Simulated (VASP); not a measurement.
AlN: single point with LDA

Crystal: AlN.

```
Al N
1.0
     0.00000    1.87055    2.18172
     1.87055    0.00000    2.18172
     1.87055    1.87055    0.00000
Al N
1 1
Direct
  0.00000 0.00000 0.00000
  0.50000 0.50000 0.50000
```

```yaml
Program: VASP 6.6.1
Task: single point
Functional: LDA
Potentials_or_basis: VASP PAW LDA potentials, release 64 (Al, N)
Cutoff: 600 eV
k_mesh: 8 × 8 × 8
Occupations: fermi-dirac, width 0.02 eV
Spin: no spin polarisation
Dipole_correction: no
Further_INCAR_settings: ALGO = Normal; EDIFF = 1e-06; NBANDS = 11
```

```yaml
Pressure: 31.2 GPa
Band_gap_on_the_k_mesh: 4.44 eV, indirect (least direct gap 5.92 eV)
```

Stress tensor (GPa, compression positive):
```
50.46  0.00  0.00
 0.00 50.46  0.00
 0.00  0.00 -7.48
```

Levels at points of the mesh, in eV from the valence-band top:
```tsv
k point	band 1	band 2	band 3	band 4	band 5	band 6	band 7	band 8
(0.00, 0.00, 0.00)	-18.54	-0.66	-0.66	0.00	5.92	10.71	12.95	12.95
(0.50, 0.00, 0.00)	-14.88	-9.22	-2.12	-1.29	5.39	10.86	13.19	13.40
(0.50, 0.50, 0.00)	-14.84	-8.76	-2.57	-2.57	5.77	6.47	13.14	19.22
(0.50, 0.00, 0.50)	-13.32	-8.06	-4.71	-2.72	4.44	4.61	14.86	14.96
```

It took 12 s on 1 thread of Intel Xeon 8259CL (shared host), peak memory 0.13 GiB.

A k mesh can miss the band edges.
